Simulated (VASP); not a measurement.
Here is a VASP 6.6.1 calculation.

INCAR

```
PREC = Accurate
ENCUT = 600
EDIFF = 1E-6
ISMEAR = -1
SIGMA = 0.05
LREAL = False
LASPH = True
NELM = 60
ALGO = Normal
ISIF = 3
LWAVE = False
LCHARG = False
GGA = PE
IBRION = 2
NSW = 60
EDIFFG = -0.005
PSTRESS = 40.0
```

Contents of KPOINTS:

```
Automatic mesh
0
Gamma
  11 11 11
```

File POSCAR:

```
CdTe
1.0
    0.0000000000      3.1500513094      3.1500513094
    3.1500513094      0.0000000000      3.1500513094
    3.1500513094      3.1500513094      0.0000000000
Cd Te
1 1
Direct
    0.0000000000      0.0000000000      0.0000000000
    0.2500000000      0.2500000000      0.2500000000
```

Potentials or basis: VASP PAW PBE potentials, release 64 (Cd, Te).

Run with:

```console
$ cat potpaw_PBE.64/Cd/POTCAR potpaw_PBE.64/Te/POTCAR > POTCAR
$ mpirun -np 1 vasp_std > vasp.out
```

Question: Predict the space group after relaxing (to 0.05 Å).

Answer: F-43m (No. 216).

Question: Estimate the relaxed volume.

Answer: 33.14 Å³/atom.

Final structure:
```
Cd Te
1.0
     0.00000    3.21219    3.21219
     3.21219    0.00000    3.21219
     3.21219    3.21219    0.00000
Cd Te
1 1
Direct
  0.00000 0.00000 0.00000
  0.25000 0.25000 0.25000
```

Caveat: the cell is relaxed towards a set pressure, so the enthalpy falls and the energy may rise.
